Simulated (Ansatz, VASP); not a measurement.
## NbIn2S3: VASP beside Ansatz

```
Nb In S
1.0
     6.95171    0.00000    0.00000
    -3.47586    6.02036    0.00000
     0.00000    0.00000    3.47450
Nb In S
1 2 3
Direct
  0.00000 0.00000 0.00000
  0.66667 0.33333 0.00000
  0.33333 0.66667 0.00000
  0.00000 0.50000 0.50000
  0.50000 0.00000 0.50000
  0.50000 0.50000 0.50000
```

Change from the starting cell: species swapped into the PrB2Ru3 type (P6/mmm, No. 191).

Alike in both runs: functional PBE; k mesh 6 × 6 × 10; occupations gaussian, width 0.1 eV; collinear spin.

Ansatz relaxed the structure, and its values are those at the end. VASP's run is a single point on that final structure, the one shown.

|  | VASP | Ansatz |
| --- | --- | --- |
| version | VASP 6.6.1 | Ansatz 0.2.0 |
| potentials or method | VASP PAW PBE potentials, release 64 (Nb_sv, In_d, S), cutoff 520 eV | scalar-relativistic, plane waves, PAW |
| valence electrons in the cell | 57 | 57 |

```csv
,VASP,Ansatz,Ansatz less VASP
gap on the k mesh at the Fermi level (eV),none,none,-
pressure (GPa),0.0,0.0,+0.06
net moment per atom (μB),0.58,0.58,0.000
size of the moment on the site where the two differ most (μB),2.32,2.75,+0.435
```

Site moments also hang on the region over which each program counts them. A gap of «none» marks a metal or a gap that the smearing closes.
